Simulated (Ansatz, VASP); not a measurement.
**Two plane-wave programs on SiC**

The input INCAR:

```
SYSTEM = SiC
  ALGO = Normal
  EDIFF = 1E-6
  EDIFFG = -0.002
  ENCUT = 600
  GGA = CA
  IBRION = 2
  ISIF = 3
  ISMEAR = 0
  LASPH = .True.
  LCHARG = .False.
  LREAL = .False.
  LWAVE = .False.
  NELM = 100
  NSW = 80
  PREC = Accurate
  SIGMA = 0.01
```

The input KPOINTS:

```
k-points
0
Gamma
  8 8 2
  0 0 0
```

The input POSCAR:

```
SiC
1.0
    3.0790000000      0.0000000000      0.0000000000
   -1.5395000000      2.6664922183      0.0000000000
    0.0000000000      0.0000000000     10.0820000000
Si C
4 4
Direct
    0.0000000000      0.0000000000      0.0000000000
    0.3333333333      0.6666666667      0.2500000000
    0.6666666667      0.3333333333      0.5000000000
    0.3333333333      0.6666666667      0.7500000000
    0.0000000000      0.0000000000      0.1875000000
    0.3333333333      0.6666666667      0.4375000000
    0.6666666667      0.3333333333      0.6875000000
    0.3333333333      0.6666666667      0.9375000000
```

Input for Ansatz:

```yaml
crystal:
  lattice:
    - [3.079, 0.0, 0.0]
    - [-1.5395, 2.6664922183, 0.0]
    - [0.0, 0.0, 10.082]
  atoms:
    - { symbol: Si, position: [0.0, 0.0, 0.0] }
    - { symbol: C, position: [0.0, 0.0, 0.1875] }
    - { symbol: Si, position: [0.3333333333, 0.6666666667, 0.25] }
    - { symbol: C, position: [0.3333333333, 0.6666666667, 0.4375] }
    - { symbol: Si, position: [0.6666666667, 0.3333333333, 0.5] }
    - { symbol: C, position: [0.6666666667, 0.3333333333, 0.6875] }
    - { symbol: Si, position: [0.3333333333, 0.6666666667, 0.75] }
    - { symbol: C, position: [0.3333333333, 0.6666666667, 0.9375] }
scf:
  occupations: { method: fixed }
output:
  forces: true
  stress: true
  eigenvalues: true
  write_density: true
  write_potential: true
  elf: true
  volumetric_format: npy
hamiltonian:
  xc: lda
kpoints:
  mp_grid: { grid: [8, 8, 2] }
basis:
  ecutwfc: 500
relax:
  f_tol: 0.002
  max_steps: 60
  cell: { stress_tol: 0.05 }
```

Alike in both runs: task relaxation of cell and atoms; functional LDA; k mesh 8 × 8 × 2; no spin polarisation.

|  | VASP | Ansatz |
| --- | --- | --- |
| version | VASP 6.6.1 | Ansatz 0.2.0 |
| potentials or method | VASP PAW LDA potentials, release 64 (Si, C), cutoff 600 eV | scalar-relativistic, plane waves, PAW |
| occupations | gaussian, width 0.01 eV | fixed |
| valence electrons in the cell | 32 | 32 |

```tsv
	VASP	Ansatz	Ansatz less VASP
gap on the k mesh at the Fermi level, each at its own relaxed structure (eV)	2.17	2.18	+0.011
relaxed volume (Å³/atom)	10.15	10.14	-0.010
relaxed cell length with the largest relative difference (Å)	10.016	10.012	-0.0037
```

LDA's correlation is that of Perdew and Zunger in VASP and of Perdew and Wang (1992) in Ansatz.
